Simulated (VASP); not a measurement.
The system is AlBAs2.

```xyz
4
Lattice="3.6904 0.0000 0.0000 0.0000 3.6904 0.0000 0.0000 0.0000 5.2190" Properties=species:S:1:pos:R:3 pbc="T T T"
Al    0.0000    0.0000    0.0000
B     1.8452    1.8452    2.6095
As    1.8452    0.0000    3.9143
As    0.0000    1.8452    1.3048
```

* Program: VASP 6.6.1
* Task: relaxation of cell and atoms
* Functional: PBE
* Potentials or basis: VASP PAW PBE potentials, release 64 (Al, B, As)
* Cutoff: 600 eV
* k mesh: 6 × 6 × 4
* Occupations: gaussian, width 0.1 eV
* Spin: no spin polarisation

At the start: pressure 8.6 GPa; volume 17.77 Å³/atom.

Problem. How do energy, volume and symmetry change on relaxing?

Solution. Over 7 steps the energy falls by 211.2 meV/atom and the volume is 18.52 Å³/atom (+4.2 %); space group P-4m2 (No. 115, to 0.05 Å).

Step by step:
```
step  energy change (eV)  largest force (eV/Å)  pressure (GPa)  volume (Å³)
   1              0.0000                3.8312            8.56        71.08
   2             -0.6530                0.0243           -6.41        81.30
   3             -0.7049                0.7169           -4.12        78.88
   4             -0.8286                0.0305           -0.46        74.74
   5             -0.8305                0.1397            0.10        74.22
   6             -0.8426                0.0450            0.10        74.15
   7             -0.8447                0.0168            0.10        74.09
```

Final structure:
```yaml
crystal:
  lattice:
    - [3.68610, 0.00000, 0.00000]
    - [0.00000, 3.68610, 0.00000]
    - [0.00000, 0.00000, 5.45312]
  atoms:
    - { symbol: Al, position: [0.00000, 0.00000, 0.00000] }
    - { symbol: B, position: [0.50000, 0.50000, 0.50000] }
    - { symbol: As, position: [0.50000, 0.00000, 0.71194] }
    - { symbol: As, position: [0.00000, 0.50000, 0.28806] }
```
